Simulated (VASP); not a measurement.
# Zn6O7 in VASP: notebook

Runs on Zn6O7. Level: PBEsol. Tasks: single point.

Program: VASP 6.6.1. These are calculated values, not measurements. Logs are shortened: lines on timing, memory, paths and dates and some standing lists are left out, and cuts for length are marked.

## Step 1: The cell of the first run

The cell holds a slab with vacuum, 13 atoms: a = 5.635 Å, b = 6.140 Å, c = 17.468 Å, α = 90.00°, β = 90.00°, γ = 117.31°.

## Step 2: Single point, PBEsol, collinear spin, zero start

Contents of INCAR:

```
  PREC = Accurate
  ENCUT = 520
  EDIFF = 1E-7
  ISMEAR = 0
  SIGMA = 0.02
  LREAL = F
  LASPH = T
  NELM = 150
  ALGO = Normal
  ISIF = 2
  LWAVE = F
  LCHARG = F
  ISPIN = 2
  MAGMOM = 0 0 0 0 0 0 0 0 0 0 0 0 0
  LORBIT = 11
  GGA = PS
  NBANDS = 73
```

Contents of KPOINTS:

```
Automatic mesh
0
Gamma
  2 2 1
```

Contents of POSCAR:

```
Zn6O7
1.0
    5.6348810000      0.0000000000      0.0000000000
   -2.8174400000      5.4554530000      0.0000000000
    0.0000000000      0.0000000000     17.4682400000
Zn O
6 7
Direct
    0.3333333925      0.0000000000      0.0572468091
    0.3363163864      0.5101942955      0.0577443978
    0.8905294192      0.0608972344      0.1540885058
    0.8831739474      0.5534907917      0.1023205543
    0.4143221978      0.0958136749      0.2130033134
    0.4014684815      0.6166030575      0.2132907494
    0.1551383781      0.6776159560      0.0194417411
    0.1337647606      0.1734856849      0.0603772332
    0.6491787529      0.6954529715      0.1179788576
    0.6578034660      0.2075746964      0.1134080480
    0.1712466192      0.7609369928      0.1701488530
    0.2215106920      0.2730011605      0.2200412291
    0.6159344150      0.9405734043      0.2471881540
```

Potentials or basis: VASP PAW PBE potentials, release 64 (Zn, O).

The run is started by

```
$ cat potpaw_PBE.64/Zn/POTCAR potpaw_PBE.64/O/POTCAR > POTCAR
$ mpirun -np 1 vasp_std > vasp.out
```

OUTCAR:

```text
PREC = Accurate
   ENCUT = 520
   EDIFF = 1E-7
   ISMEAR = 0
   LREAL = F
   LASPH = T
   NELM = 150
   ISIF = 2
   ISPIN = 2
   LORBIT = 11
   GGA = PS

 ion  position               nearest neighbor table
   1  0.333  0.000  0.057-   8 1.87   7 1.88  10 1.95  11 2.38   5 2.78   4 2.86   2 3.02
   2  0.336  0.510  0.058-   8 1.85   7 1.87   9 1.92   6 2.78   4 2.80   1 3.02
   3  0.891  0.061  0.154-  10 2.03   8 2.04  12 2.07   9 2.12  13 2.13   5 2.97   6 3.03   5 3.04

   4  0.883  0.553  0.102-   9 1.90  10 1.92  11 1.94   7 1.99   2 2.80   1 2.86
   5  0.414  0.096  0.213-  12 1.86  13 1.88  11 2.02  10 2.13   1 2.78   6 2.91   3 2.97   3 3.04

   6  0.401  0.617  0.213-  12 1.88  13 1.89  11 2.02   9 2.08   2 2.78   5 2.91   3 3.03
   7  0.155  0.678  0.019-   2 1.87   1 1.88   4 1.99
   8  0.134  0.173  0.060-   2 1.85   1 1.87   3 2.04
   9  0.649  0.695  0.118-   4 1.90   2 1.92   6 2.08   3 2.12
  10  0.658  0.208  0.113-   4 1.92   1 1.95   3 2.03   5 2.13
  11  0.171  0.761  0.170-   4 1.94   5 2.02   6 2.02   1 2.38
  12  0.222  0.273  0.220-   5 1.86   6 1.88   3 2.07
  13  0.616  0.941  0.247-   5 1.88   6 1.89   3 2.13

  LATTYP: Found a base centered orthorhombic cell.
 ALAT       =     5.6348810000
 B/A-ratio  =     1.9363152478
 C/A-ratio  =     3.1000193261

  Lattice vectors:

 A1 = (   2.8174400000,  -5.4554530000,   0.0000000000)
 A2 = (   2.8174410000,   5.4554530000,   0.0000000000)
 A3 = (   0.0000000000,   0.0000000000,  17.4682400000)

Analysis of symmetry for initial positions (statically):
=====================================================================
 Subroutine PRICEL returns:
 Original cell was already a primitive cell.

 Routine SETGRP: Setting up the symmetry group for a
 base centered orthorhombic supercell.

 Subroutine GETGRP returns: Found  1 space group operations
 (whereof  1 operations were pure point group operations)
 out of a pool of  8 trial point group operations.

The static configuration has the point symmetry C_1 .

Analysis of symmetry for dynamics (positions and initial velocities):
=====================================================================
 Subroutine PRICEL returns:
 Original cell was already a primitive cell.

 Routine SETGRP: Setting up the symmetry group for a
 base centered orthorhombic supercell.

 Subroutine GETGRP returns: Found  1 space group operations
 (whereof  1 operations were pure point group operations)
 out of a pool of  8 trial point group operations.

The dynamic configuration has the point symmetry C_1 .

[... 180 lines left out ...]
      6     -20.8709      1.00000
[... 277 lines left out ...]
     68       3.4222      0.00000
     69       3.4988      0.00000
 Fermi energy:        -4.3748486409

 spin component 2

 k-point     1 :       0.0000    0.0000    0.0000
  band No.  band energies     occupation
      1     -22.1184      1.00000
      2     -21.3905      1.00000
      3     -21.3493      1.00000
      4     -21.2512      1.00000
      5     -21.1320      1.00000
      6     -20.8709      1.00000
[... 277 lines left out ...]
     68       3.4219      0.00000
     69       3.4992      0.00000
 [bands above 69 left out]

------------------------ aborting loop because EDIFF is reached ----------------------------------------

  FORCE on cell =-STRESS in cart. coord.  units (eV):
  Direction    XX          YY          ZZ          XY          YZ          ZX
  --------------------------------------------------------------------------------------
  -------------------------------------------------------------------------------------
  Total       -0.0643862     -3.0669689     -0.2660645     -3.0374491      0.8673697      0.3326701
  in kB       -0.1921051     -9.1507194     -0.7938397     -9.0626429      2.5879155      0.9925665
  external PRESSURE =      -3.3788881 kB  Pullay stress =       0.0000000 kB

 VOLUME and BASIS-vectors are now :
 -----------------------------------------------------------------------------
  energy-cutoff  :      520.00
  volume of cell :      536.99
      direct lattice vectors                 reciprocal lattice vectors
     5.634881000  0.000000000  0.000000000     0.177466037  0.091651401  0.000000000
    -2.817440000  5.455453000  0.000000000     0.000000000  0.183302835  0.000000000
     0.000000000  0.000000000 17.468240000     0.000000000  0.000000000  0.057246752

 POSITION                                       TOTAL-FORCE (eV/Angst)
 -----------------------------------------------------------------------------------
      1.87829      0.00000      1.00000         0.287936     -0.274827      0.391378
      0.45766      2.78334      1.00869        -0.026803      0.056129     -0.050761
      4.84645      0.33222      2.69166        -0.042922     -0.044724      0.069579
      3.41715      3.01954      1.78736        -0.008126     -0.015466     -0.059476
      2.06471      0.52271      3.72079        -0.026583     -0.004939     -0.011276
      0.52499      3.36385      3.72581        -0.060133      0.033286      0.007483
     -1.03496      3.69670      0.33961        -0.077164     -0.016140     -0.175147
      0.26496      0.94644      1.05468        -0.134369     -0.071222      0.014414
      1.69865      3.79401      2.06088        -0.080679      0.048728     -0.051459
      3.12181      1.13241      1.98104        -0.033571      0.030267     -0.063940
     -1.17894      4.15126      2.97220        -0.010385      0.037446     -0.072606
      0.47902      1.48935      3.84373        -0.075719      0.038635      0.019521
      0.82071      5.13125      4.31794         0.288520      0.182825     -0.017710
 -----------------------------------------------------------------------------------
    total drift:                                0.000165      0.001033      0.001424

  FREE ENERGIE OF THE ION-ELECTRON SYSTEM (eV)
  ---------------------------------------------------
  free  energy   TOTEN  =       -57.9395040105 eV

  energy  without entropy=      -57.9394965691  energy(sigma->0) =      -57.93950029

 total charge

# of ion       s       p       d       tot
------------------------------------------
    1        0.509   0.504   9.866  10.878
    2        0.534   0.533   9.864  10.932
    3        0.422   0.413   9.865  10.700
    4        0.496   0.548   9.863  10.908
    5        0.507   0.515   9.850  10.871
    6        0.501   0.513   9.843  10.857
    7        1.562   3.377   0.000   4.939
    8        1.559   3.390   0.000   4.949
    9        1.559   3.401   0.000   4.959
   10        1.555   3.401   0.000   4.956
   11        1.568   3.354   0.000   4.922
   12        1.552   3.386   0.000   4.937
   13        1.568   3.335   0.000   4.903
--------------------------------------------------
tot         13.892  26.670  59.150  99.712

 magnetization (x)

# of ion       s       p       d       tot
------------------------------------------
    1       -0.000  -0.000   0.000   0.000
    2        0.000  -0.000  -0.000  -0.000
    3        0.000   0.000  -0.000   0.000
    4       -0.000  -0.000   0.000   0.000
    5       -0.000   0.000   0.000   0.000
    6       -0.000  -0.000  -0.000  -0.000
    7        0.000   0.000   0.000   0.000
    8       -0.000  -0.000   0.000  -0.000
    9       -0.000  -0.000   0.000  -0.000
   10       -0.000  -0.000   0.000  -0.000
   11        0.000   0.000   0.000   0.000
   12        0.000   0.000   0.000   0.000
   13       -0.000  -0.000   0.000  -0.000
--------------------------------------------------
tot         -0.000   0.000  -0.000   0.000
```

OSZICAR:

```text
N       E                     dE             d eps       ncg     rms          rms(c)
DAV:   1     0.104820678252E+04    0.10482E+04   -0.50252E+04  1168   0.150E+03
DAV:   2     0.139322292450E+03   -0.90888E+03   -0.84749E+03  1320   0.370E+02
[... 29 lines left out ...]
DAV:  32    -0.579394932724E+02   -0.12563E-04   -0.34284E-07  1024   0.519E-03    0.590E-04
DAV:  33    -0.579394991809E+02   -0.59085E-05   -0.15012E-07   904   0.226E-03    0.424E-04
DAV:  34    -0.579395022452E+02   -0.30643E-05   -0.64473E-08   912   0.153E-03    0.384E-04
DAV:  35    -0.579395033404E+02   -0.10952E-05   -0.27418E-08   816   0.115E-03    0.201E-04
DAV:  36    -0.579395037028E+02   -0.36237E-06   -0.11055E-08   872   0.476E-04    0.109E-04
DAV:  37    -0.579395039419E+02   -0.23918E-06   -0.52882E-09   792   0.374E-04    0.734E-05
DAV:  38    -0.579395040105E+02   -0.68509E-07   -0.81164E-10   848   0.207E-04
   1 F= -.57939504E+02 E0= -.57939500E+02  d E =-.744136E-05  mag=    -0.0000
```

stdout:

```text
POSCAR found type information on POSCAR ZnO
 POSCAR found :  2 types and      13 ions
 scaLAPACK will be used
 -----------------------------------------------------------------------------
|                                                                             |
|                                                                             |
|     You enforced a specific xc type in the INCAR file but a different       |
|     I HOPE YOU KNOW WHAT YOU ARE DOING!                                     |
|                                                                             |
 -----------------------------------------------------------------------------

 LDA part: xc-table for (Slater+PW92), standard interpolation
 POSCAR, INCAR and KPOINTS ok, starting setup
 FFT: planning ... GRIDC
 FFT: planning ... GRID_SOFT
 FFT: planning ... GRID
 WAVECAR not read
 entering main loop
```

Wall time 21 min (1 thread of Intel Xeon Platinum 8259CL at 2.50GHz (Skylake/Cascade Lake), shared host); peak memory 0.91 GiB.

Results:

* Free energy: -57.9395 eV
* Largest force: 0.558 eV/Å
* Band gap on the k mesh: 0.10 eV (least direct gap 0.12 eV)
* Net moment: 0.00 μB per cell
* Valence electrons inside the program's atomic spheres: Zn 10.88, 10.93, 10.70, 10.91, 10.87, 10.86; O 4.94, 4.95, 4.96, 4.92, 4.90 (each value once)

Forces in eV/Å, atoms in the order of the input:
```
Zn   0.288 -0.275  0.391
Zn  -0.027  0.056 -0.051
Zn  -0.043 -0.045  0.070
Zn  -0.008 -0.015 -0.059
Zn  -0.027 -0.005 -0.011
Zn  -0.060  0.033  0.007
O   -0.077 -0.016 -0.175
O   -0.134 -0.071  0.014
O   -0.081  0.049 -0.051
O   -0.034  0.030 -0.064
O   -0.010  0.037 -0.073
O   -0.076  0.039  0.020
O    0.289  0.183 -0.018
```

Caveat: the k points lie up to 0.63 Å⁻¹ apart; the PAW data sets were made with another functional, which shifts forces and pressure a little.

## Step 3: Single point, PBEsol, collinear spin, zero start

Contents of INCAR:

```
PREC     = Accurate       # precision mode
ENCUT    = 520            # plane-wave cutoff, eV
EDIFF    = 1E-7           # SCF threshold, eV
ISMEAR   = 0              # smearing method
SIGMA    = 0.02           # smearing width, eV
LREAL    = False          # projectors in reciprocal space
LASPH    = True           # aspherical terms in the spheres
NELM     = 150            # most SCF steps
ALGO     = Normal         # electronic algorithm
ISIF     = 2              # what is computed and relaxed
LWAVE    = False          # write WAVECAR
LCHARG   = False          # write CHGCAR
ISPIN    = 2              # spin polarisation
MAGMOM   = 0 0 0 0 0 0 0 0 0 0 0 0 0 # initial moments
LORBIT   = 11             # projections on sites
GGA      = PS             # functional
NBANDS   = 73             # bands
```

Contents of KPOINTS:

```
regular mesh
0
Gamma
  2 2 1
```

Contents of POSCAR:

```
Zn6O7
1.0
    5.6348810000      0.0000000000      0.0000000000
   -2.8174400000      5.4554530000      0.0000000000
    0.0000000000      0.0000000000     17.4682400000
Zn O
6 7
Direct
    0.3333333925      0.0000000000      0.0572468091
    0.3207623993      0.4997458506      0.0629050208
    0.8857337458      0.1019050114      0.1428047130
    0.8790300110      0.6025571112      0.1012850751
    0.4269499802      0.1942665440      0.2025809698
    0.4051831325      0.7180996702      0.2058193613
    0.1528755086      0.6801629489      0.0228128878
    0.1194924470      0.1679147451      0.0498922616
    0.6392175487      0.7403436525      0.1124085769
    0.6551770685      0.2534324831      0.1025245245
    0.1537264243      0.8434472811      0.1700258870
    0.2296672241      0.3719058711      0.1972553617
    0.6459235315      1.0450683014      0.2328840799
```

Potentials or basis: VASP PAW PBE potentials, release 64 (Zn, O).

The run is started by

```
$ cat potpaw_PBE.64/Zn/POTCAR potpaw_PBE.64/O/POTCAR > POTCAR
$ mpirun -np 1 vasp_std > vasp.out
```

Wall time 28 min (1 thread of Intel Xeon Platinum 8259CL at 2.50GHz (Skylake/Cascade Lake), shared host); peak memory 0.93 GiB.

It converged, with:

```yaml
Free_energy: -57.8545 eV
Largest_force: 0.485 eV/Å
Band_gap_on_the_k_mesh: 0.04 eV
Net_moment: 0.00 μB per cell
Valence_electrons_inside_the_program's_atomic_spheres: Zn 10.90, 10.92, 10.75, 10.91, 10.83, 10.87; O 4.95, 4.94, 4.97, 4.96, 4.93, 4.92 (each value once)
```

Forces in eV/Å, atoms in the order of the input:
```
Zn   0.070  0.446  0.083
Zn  -0.037  0.042 -0.094
Zn   0.159  0.162 -0.184
Zn   0.013  0.016 -0.075
Zn   0.058 -0.150 -0.072
Zn  -0.050 -0.088  0.009
O   -0.015 -0.031 -0.182
O   -0.188 -0.168  0.091
O   -0.134 -0.068 -0.034
O   -0.021  0.078 -0.126
O    0.048 -0.058 -0.045
O    0.100 -0.030  0.169
O   -0.002 -0.152  0.460
```

Levels at points of the mesh, in eV from the valence-band top:
Spin up:
| k point | band 54 | band 55 | band 56 | band 57 | band 58 | band 59 | band 60 | band 61 |
| --- | --- | --- | --- | --- | --- | --- | --- | --- |
| (0.00, 0.00, 0.00) | -0.48 | -0.33 | -0.15 | -0.06 | 0.14 | 2.42 | 4.26 | 5.72 |
| (0.50, 0.00, 0.00) | -0.37 | -0.29 | -0.10 | 0.00 | 0.04 | 4.07 | 4.96 | 5.14 |
| (0.50, 0.50, 0.00) | -0.48 | -0.44 | -0.29 | -0.21 | 0.18 | 4.59 | 4.65 | 5.14 |
| (0.00, 0.50, 0.00) | -0.33 | -0.29 | -0.25 | -0.08 | 0.21 | 4.25 | 4.73 | 5.18 |
Spin down:
| k point | band 54 | band 55 | band 56 | band 57 | band 58 | band 59 | band 60 | band 61 |
| --- | --- | --- | --- | --- | --- | --- | --- | --- |
| (0.00, 0.00, 0.00) | -0.48 | -0.33 | -0.15 | -0.06 | 0.14 | 2.42 | 4.26 | 5.72 |
| (0.50, 0.00, 0.00) | -0.37 | -0.29 | -0.10 | 0.00 | 0.04 | 4.07 | 4.96 | 5.14 |
| (0.50, 0.50, 0.00) | -0.48 | -0.44 | -0.29 | -0.21 | 0.18 | 4.59 | 4.65 | 5.14 |
| (0.00, 0.50, 0.00) | -0.33 | -0.29 | -0.25 | -0.08 | 0.21 | 4.25 | 4.73 | 5.18 |

Caveat: the k points lie up to 0.63 Å⁻¹ apart; the PAW data sets were made with another functional, which shifts forces and pressure a little.
